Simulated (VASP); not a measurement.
**SiC: single point with r2SCAN**

Crystal: SiC.

```
Si C
1.0
     3.07756    0.00000    0.00000
    -1.53878    2.66524    0.00000
     0.00000    0.00000   10.07672
Si C
4 4
Direct
  0.00000 0.00000 0.99986
  0.33333 0.66667 0.24991
  0.00000 0.00000 0.49986
  0.66667 0.33333 0.74991
  0.00000 0.00000 0.18728
  0.33333 0.66667 0.43795
  0.00000 0.00000 0.68728
  0.66667 0.33333 0.93795
```

* Program: VASP 6.6.1
* Task: single point
* Functional: r2SCAN
* Potentials or basis: VASP PAW PBE potentials, release 64 (Si, C)
* Cutoff: 520 eV
* k mesh: 12 × 12 × 4
* Occupations: gaussian, width 0.01 eV
* Spin: no spin polarisation

```yaml
Pressure: -0.2 GPa
Band_gap_on_the_k_mesh: 2.61 eV (least direct gap 3.79 eV)
```

Levels at points of the mesh, in eV from the valence-band top:
| k point | band 14 | band 15 | band 16 | band 17 | band 18 | band 19 |
| --- | --- | --- | --- | --- | --- | --- |
| (0.00, 0.00, 0.00) | -0.05 | 0.00 | 0.00 | 5.67 | 6.26 | 6.89 |
| (0.50, 0.00, 0.00) | -2.33 | -1.65 | -1.18 | 2.61 | 2.77 | 4.73 |
| (0.00, 0.00, 0.50) | -0.22 | -0.22 | -0.22 | 5.88 | 5.88 | 7.37 |
| (0.50, 0.00, 0.50) | -2.58 | -1.63 | -1.63 | 3.05 | 3.05 | 4.69 |

It took 8.5 min on 1 thread of Intel Xeon 8259CL, with other jobs on the host, peak memory 0.26 GiB.

Caveat: the PAW data sets were made with another functional, which shifts forces and pressure a little. A k mesh can miss the band edges.
